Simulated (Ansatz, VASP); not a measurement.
## WSe2: VASP beside Ansatz

```
W Se
1.0
     1.64330    0.94876    6.49727
    -1.64330    0.94876    6.49727
     0.00000   -1.89752    6.49727
W Se
1 2
Direct
  0.00000 0.00000 0.00000
  0.24626 0.24626 0.24626
  0.75374 0.75374 0.75374
```

Alike in both runs: task single point; functional r2SCAN; k mesh 10 × 10 × 10; occupations fermi-dirac, width 0.02 eV; no spin polarisation.

|  | VASP | Ansatz |
| --- | --- | --- |
| version | VASP 6.6.1 | Ansatz 0.2.0 |
| potentials or method | VASP PAW PBE potentials, release 64 (W_sv, Se) | plane waves, PAW |
| plane-wave cutoff (eV) | 520 | 500 |
| valence electrons in the cell | 26 | 46 |

|  | VASP | Ansatz | Ansatz less VASP |
| --- | --- | --- | --- |
| pressure (GPa) | 1.7 | 1.4 | -0.28 |
| traceless stress, the component that is largest in VASP (GPa) | -0.38 | -0.36 | +0.018 |
| rms of the force components (eV/Å) | 0.020 | 0.035 | +0.0147 |

VASP's potentials were made for PBE, not for r2SCAN. Atom by atom the forces differ by 0.015 eV/Å (rms over components). VASP's potentials hold 26 valence electrons a cell and Ansatz's 46, so a difference there can come from the potentials and not from the codes.

Neither program's run includes spin-orbit coupling.
